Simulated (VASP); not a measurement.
Wanted: the native input for a VASP 6.6.1 run.

| Item | Value |
| --- | --- |
| Task | single point |
| Functional | PBE |
| Potentials or basis | VASP PAW PBE potentials, release 64 (Ga_d, Sb, As) |
| Cutoff | 520 eV |
| k mesh | 10 × 10 × 4 |
| Occupations | gaussian, width 0.1 eV |
| Spin | no spin polarisation |
| Dipole correction | no |
| Further INCAR settings | ALGO = Normal; EDIFF = 1e-07; NBANDS = 46 |

The structure of Ga4Sb3As lies in POSCAR:

```
Ga4Sb3As
1.0
    4.3145694506      0.0000000000      0.0000000000
    0.0000000000      4.3145694506      0.0000000000
    0.0000000000      0.0000000000     12.1934264608
Ga Sb As
4 3 1
Direct
    0.5000000000      0.0000000000      0.6292701677
    0.0000000000      0.5000000000      0.8873987431
    0.5000000000      0.0000000000      0.1126012569
    0.0000000000      0.5000000000      0.3707298323
    0.0000000000      0.0000000000      0.7581926412
    0.0000000000      0.0000000000      0.2418073588
    0.5000000000      0.5000000000      0.5000000000
    0.5000000000      0.5000000000      0.0000000000
```

These files were run (other wordings do the same):

INCAR

```
SYSTEM = Ga4Sb3As
  PREC = Accurate
  ENCUT = 520
  EDIFF = 1E-7
  ISMEAR = 0
  SIGMA = 0.1
  LREAL = .FALSE.
  LASPH = .TRUE.
  NELM = 60
  ALGO = Normal
  ISIF = 2
  LWAVE = .FALSE.
  LCHARG = .FALSE.
  GGA = PE
  NBANDS = 46
```

KPOINTS

```
regular mesh
0
G
  10 10 4
  0 0 0
```

Potentials or basis: VASP PAW PBE potentials, release 64 (Ga_d, Sb, As).

Command:

```console
$ cat potpaw_PBE.64/Ga_d/POTCAR potpaw_PBE.64/Sb/POTCAR potpaw_PBE.64/As/POTCAR > POTCAR
$ mpirun -np 1 vasp_std > vasp.out
```

Results of the run:

- Pressure: 0.1 GPa
- Largest force: 0.006 eV/Å
- Band gap on the k mesh: zero (filled and empty bands touch)

Caveat: semilocal functionals underestimate gaps, so a narrow gap can read as zero; spin-orbit coupling is left out, which moves the levels of the heavy elements.

Wall time 21 min on 1 thread of AMD EPYC 7R13, on a shared host, peak memory 0.66 GiB.
